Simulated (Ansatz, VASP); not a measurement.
## Al36H: VASP beside Ansatz

Contents of INCAR:

```
SYSTEM = Al36H
PREC     = Accurate       ! precision mode
ENCUT    = 520            ! plane-wave cutoff, eV
EDIFF    = 1E-7           ! SCF threshold, eV
ISMEAR   = 0              ! smearing method
SIGMA    = 0.1            ! smearing width, eV
LREAL    = Auto         
LASPH    = .TRUE.         ! aspherical terms in the spheres
NELM     = 80             ! most SCF steps
ALGO     = Normal         ! electronic algorithm
ISIF     = 2              ! what is computed and relaxed
LWAVE    = .FALSE.        ! write WAVECAR
LCHARG   = .TRUE.         ! write CHGCAR
LDIPOL   = .TRUE.       
IDIPOL   = 3            
DIPOL    = 0.5 0.5 0.378
GGA      = PE             ! functional
IVDW     = 12             ! dispersion correction
LELF     = .TRUE.         ! ELF
LVHAR    = .TRUE.       
LVACPOTAV= .TRUE.       
NBANDS   = 78             ! bands
```

File KPOINTS:

```
regular mesh
0
G
  6 6 1
  0 0 0
```

The input POSCAR:

```
Al36H
1.0
    5.6288445219      0.0000000000      0.0000000000
   -2.8144222609      4.8747223499      0.0000000000
    0.0000000000      0.0000000000     35.9073562080
Al H
36 1
Direct
    0.1666666667      0.3333333333      0.1113977865
    0.1666666667      0.8333333333      0.1113977865
    0.6666666667      0.3333333333      0.1113977865
    0.6666666667      0.8333333333      0.1113977865
    0.0000000000      0.0000000000      0.1757372983
    0.0000000000      0.5000000000      0.1757372983
    0.5000000000      0.0000000000      0.1757372983
    0.5000000000      0.5000000000      0.1757372983
    0.3333333333      0.1666666667      0.2400768102
    0.3333333333      0.6666666667      0.2400768102
    0.8333333333      0.1666666667      0.2400768102
    0.8333333333      0.6666666667      0.2400768102
    0.0000000000      0.0000000000      0.3044163221
    0.0000000000      0.5000000000      0.3044163221
    0.5000000000      0.0000000000      0.3044163221
    0.5000000000      0.5000000000      0.3044163221
    0.1666666667      0.3333333333      0.3682539347
    0.1666666667      0.8333333333      0.3682539347
    0.6666666667      0.3333333333      0.3682539347
    0.6666666667      0.8333333333      0.3682539347
    0.0000000000      0.0000000000      0.4320699059
    0.0000000000      0.5000000000      0.4320699059
    0.5000000000      0.0000000000      0.4320699059
    0.5000000000      0.5000000000      0.4320699059
    0.3333333333      0.1666666667      0.4967844642
    0.3333333333      0.6666666667      0.4967844642
    0.8333333333      0.1666666667      0.4967844642
    0.8333333333      0.6666666667      0.4967844642
    0.0000000000      0.0000000000      0.5611166564
    0.0000000000      0.5000000000      0.5611166564
    0.5000000000      0.0000000000      0.5611166564
    0.5000000000      0.5000000000      0.5611166564
    0.1666666667      0.3333333333      0.6268174153
    0.1666666667      0.8333333333      0.6268174153
    0.6666666667      0.3333333333      0.6268174153
    0.6666666667      0.8333333333      0.6268174153
    0.1666666667      0.3333333333      0.7215055338
```

Input for Ansatz:

```yaml
crystal:
  lattice:
    - [5.6288445219, 0.0, 0.0]
    - [-2.8144222609, 4.8747223499, 0.0]
    - [0.0, 0.0, 35.907356208]
  atoms:
    - { symbol: Al, position: [0.1666666667, 0.3333333333, 0.1113977865] }
    - { symbol: Al, position: [0.1666666667, 0.8333333333, 0.1113977865] }
    - { symbol: Al, position: [0.6666666667, 0.3333333333, 0.1113977865] }
    - { symbol: Al, position: [0.6666666667, 0.8333333333, 0.1113977865] }
    - { symbol: Al, position: [0.0, 0.0, 0.1757372983] }
    - { symbol: Al, position: [0.0, 0.5, 0.1757372983] }
    - { symbol: Al, position: [0.5, 0.0, 0.1757372983] }
    - { symbol: Al, position: [0.5, 0.5, 0.1757372983] }
    - { symbol: Al, position: [0.3333333333, 0.1666666667, 0.2400768102] }
    - { symbol: Al, position: [0.3333333333, 0.6666666667, 0.2400768102] }
    - { symbol: Al, position: [0.8333333333, 0.1666666667, 0.2400768102] }
    - { symbol: Al, position: [0.8333333333, 0.6666666667, 0.2400768102] }
    - { symbol: Al, position: [0.0, 0.0, 0.3044163221] }
    - { symbol: Al, position: [0.0, 0.5, 0.3044163221] }
    - { symbol: Al, position: [0.5, 0.0, 0.3044163221] }
    - { symbol: Al, position: [0.5, 0.5, 0.3044163221] }
    - { symbol: Al, position: [0.1666666667, 0.3333333333, 0.3682539347] }
    - { symbol: Al, position: [0.1666666667, 0.8333333333, 0.3682539347] }
    - { symbol: Al, position: [0.6666666667, 0.3333333333, 0.3682539347] }
    - { symbol: Al, position: [0.6666666667, 0.8333333333, 0.3682539347] }
    - { symbol: Al, position: [0.0, 0.0, 0.4320699059] }
    - { symbol: Al, position: [0.0, 0.5, 0.4320699059] }
    - { symbol: Al, position: [0.5, 0.0, 0.4320699059] }
    - { symbol: Al, position: [0.5, 0.5, 0.4320699059] }
    - { symbol: Al, position: [0.3333333333, 0.1666666667, 0.4967844642] }
    - { symbol: Al, position: [0.3333333333, 0.6666666667, 0.4967844642] }
    - { symbol: Al, position: [0.8333333333, 0.1666666667, 0.4967844642] }
    - { symbol: Al, position: [0.8333333333, 0.6666666667, 0.4967844642] }
    - { symbol: Al, position: [0.0, 0.0, 0.5611166564] }
    - { symbol: Al, position: [0.0, 0.5, 0.5611166564] }
    - { symbol: Al, position: [0.5, 0.0, 0.5611166564] }
    - { symbol: Al, position: [0.5, 0.5, 0.5611166564] }
    - { symbol: Al, position: [0.1666666667, 0.3333333333, 0.6268174153] }
    - { symbol: Al, position: [0.1666666667, 0.8333333333, 0.6268174153] }
    - { symbol: Al, position: [0.6666666667, 0.3333333333, 0.6268174153] }
    - { symbol: Al, position: [0.6666666667, 0.8333333333, 0.6268174153] }
    - { symbol: H, position: [0.1666666667, 0.3333333333, 0.7215055338] }
basis:
  ecutwfc: 420
kpoints:
  mp_grid: { grid: [6, 6, 1] }
hamiltonian:
  xc: pbe
  pseudopotentials: { kind: paw, azcp: { folder: soft_1 } }
  dispersion: d3bj
scf:
  occupations: { method: gaussian, width: 0.1 }
output:
  forces: true
  eigenvalues: true
efield:
  axis: 3
  dipole_correction: true
  ramp_width: 0.04
```

Alike in both runs: task single point; functional PBE; dispersion D3(BJ); k mesh 6 × 6 × 1; occupations gaussian, width 0.1 eV; no spin polarisation.

|  | VASP | Ansatz |
| --- | --- | --- |
| version | VASP 6.6.1 | Ansatz 0.2.0 |
| potentials or method | VASP PAW PBE potentials, release 64 (Al, H), cutoff 520 eV | scalar-relativistic, plane waves, PAW |
| valence electrons in the cell | 109 | 109 |

|  | VASP | Ansatz | Ansatz less VASP |
| --- | --- | --- | --- |
| gap on the k mesh at the Fermi level (eV) | none | none | - |
| rms of the force components (eV/Å) | 0.094 | 0.094 | +0.0001 |
| work function, face that differs most (eV) | 4.07 | 4.07 | -0.002 |

Atom by atom the forces differ by 0.001 eV/Å (rms over components). A gap of «none» marks a metal or a gap that the smearing closes.
